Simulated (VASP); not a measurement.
Wanted: the native input for a VASP 6.6.1 run.

* Task: single point
* Functional: PBE
* Potentials or basis: VASP PAW PBE potentials, release 64 (Ga_d)
* Cutoff: 520 eV
* k mesh: 17 × 17 × 15
* Occupations: fermi-dirac, width 0.05 eV
* Spin: no spin polarisation
* Dipole correction: no
* Further INCAR settings: ALGO = Normal; EDIFF = 1e-06; NBANDS = 12

The structure of Ga lies in POSCAR:

```
Ga
1.0
    2.5944976736      0.0000000000      0.0000000000
   -1.2972488368      2.2469008954      0.0000000000
    0.0000000000      0.0000000000      2.4930731822
Ga
1
Direct
    0.0000000000      0.0000000000      0.0000000000
```

One way to write it, as run:

INCAR

```
ALGO = Normal
EDIFF = 1E-6
ENCUT = 520
GGA = PE
ISIF = 2
ISMEAR = -1
LASPH = T
LCHARG = F
LREAL = F
LWAVE = F
NBANDS = 12
NELM = 80
PREC = Accurate
SIGMA = 0.05
```

KPOINTS

```
k-points
0
Gamma
  17 17 15
```

Potentials or basis: VASP PAW PBE potentials, release 64 (Ga_d).

The run is started by

```sh
$ cat potpaw_PBE.64/Ga_d/POTCAR > POTCAR
$ mpirun -np 1 vasp_std > vasp.out
```

It gave:

```json
{
  "Pressure": "29.2 GPa"
}
```

Wall time 16 s on 1 thread of Intel(R) Xeon(R) 6975P-C (Granite Rapids) (shared host), peak memory 0.15 GiB.
